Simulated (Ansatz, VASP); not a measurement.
# One calculation of CrO2, two programs

Contents of INCAR:

```
PREC = Accurate
ENCUT = 600
EDIFF = 1E-6
ISMEAR = -1
SIGMA = 0.05
LREAL = F
LASPH = T
NELM = 150
ALGO = Normal
ISIF = 3
LWAVE = F
LCHARG = F
ISPIN = 2
MAGMOM = 3 0 0
LORBIT = 11
LMAXMIX = 4
IBRION = 2
NSW = 60
EDIFFG = -0.01
```

Contents of KPOINTS:

```
regular mesh
0
Gamma
  7 7 7
```

File POSCAR:

```
CrO2
1.0
    0.0000000000      2.3830650000      2.3830650000
    2.3830650000      0.0000000000      2.3830650000
    2.3830650000      2.3830650000      0.0000000000
Cr O
1 2
Direct
    0.0000000000      0.0000000000      0.0000000000
    0.2500000000      0.2500000000      0.2500000000
    0.7500000000      0.7500000000      0.7500000000
```

File input.yaml:

```yaml
crystal:
  lattice:
    - [0.0, 2.383065, 2.383065]
    - [2.383065, 0.0, 2.383065]
    - [2.383065, 2.383065, 0.0]
  atoms:
    - { symbol: Cr, position: [0.0, 0.0, 0.0], spin: 3.0 }
    - { symbol: O, position: [0.25, 0.25, 0.25] }
    - { symbol: O, position: [0.75, 0.75, 0.75] }
hamiltonian:
  xc: lda
  pseudopotentials: { kind: paw }
magnetization:
  spin_polarized: true
kpoints:
  mp_grid: { grid: [7, 7, 7] }
scf:
  occupations: { method: fermi_dirac, width: 0.05 }
output:
  forces: true
  stress: true
  eigenvalues: true
  write_density: true
  write_potential: true
  elf: true
  volumetric_format: npy
relax:
  f_tol: 0.01
  max_steps: 40
  cell: { stress_tol: 0.05 }
```

Alike in both runs: task relaxation of cell and atoms; functional LDA; k mesh 7 × 7 × 7; occupations fermi-dirac, width 0.05 eV; collinear spin.

|  | VASP | Ansatz |
| --- | --- | --- |
| version | VASP 6.6.1 | Ansatz 0.2.0 |
| potentials or method | VASP PAW LDA potentials, release 64 (Cr_pv, O) | Ansatz PAW |
| plane-wave cutoff (eV) | 600 | 420 |
| valence electrons in the cell | 24 | 26 |

VASP gave:

| Quantity | Value |
| --- | --- |
| gap on the k mesh at the Fermi level, each at its own relaxed structure (eV) | 0.83 |
| net moment per atom (μB) | 0.67 |
| size of the moment on the site where the two differ most (μB) | 2.08 |
| relaxed volume (Å³/atom) | 8.15 |
| relaxed length of the cell vector where the two differ most in proportion (Å) | 3.258 |

Problem. Which values does Ansatz return?

Solution. gap on the k mesh at the Fermi level, each at its own relaxed structure (eV): 0.87; net moment per atom (μB): 0.67; size of the moment on the site where the two differ most (μB): 1.80; relaxed volume (Å³/atom): 8.13; relaxed length of the cell vector where the two differ most in proportion (Å): 3.256.

LDA's correlation is that of Perdew and Zunger in VASP and of Perdew and Wang (1992) in Ansatz. Site moments also hang on the region over which each program counts them. VASP's potentials hold 24 valence electrons a cell and Ansatz's 26, so a difference there can come from the potentials and not from the codes.

Noted on Ansatz's run: Pulay correction over one GPa; odd divisions of the mesh miss points on the zone boundary, where band edges often lie, so the gap on the mesh can be too wide; the plane-wave basis is chosen anew once the cell has moved, so the energies of steps on either side of that aren't comparable.
